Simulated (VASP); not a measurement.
The system is SiC (Moissanite 6H).

```
Si C
1.0
     3.03182    0.00000    0.00000
    -1.51591    2.62563    0.00000
     0.00000    0.00000   14.86032
Si C
6 6
Direct
  0.66667 0.33333 0.45830
  0.33333 0.66667 0.95830
  0.66667 0.33333 0.79170
  0.33333 0.66667 0.29170
  0.00000 0.00000 0.62500
  0.00000 0.00000 0.12500
  0.66667 0.33333 0.33330
  0.33333 0.66667 0.83330
  0.66667 0.33333 0.66670
  0.33333 0.66667 0.16670
  0.00000 0.00000 0.50000
  0.00000 0.00000 0.00000
```

Base run:

```yaml
Program: VASP 6.6.1
Functional: PBEsol
Potentials_or_basis: VASP PAW PBE potentials, release 64 (Si, C)
Cutoff: 520 eV
k_mesh: 10 × 10 × 2
Occupations: fermi-dirac, width 0.05 eV
Spin: no spin polarisation
```

Its results: band gap on the k mesh 1.89 eV, indirect (least direct gap 3.01 eV); pressure 11.9 GPa; largest force 0.154 eV/Å.

Q: The run is repeated on the same cell with these changes: functional from PBEsol to BLYP. What comes out?

A: Band gap on the k mesh 2.32 eV, indirect (least direct gap 3.43 eV); pressure 20.5 GPa; largest force 0.153 eV/Å.

BLYP binds less tightly than PBEsol, so the same cell stands under more pressure.

Caveats: the PAW data sets were made with another functional, which shifts forces and pressure a little.

A k mesh can miss the band edges.
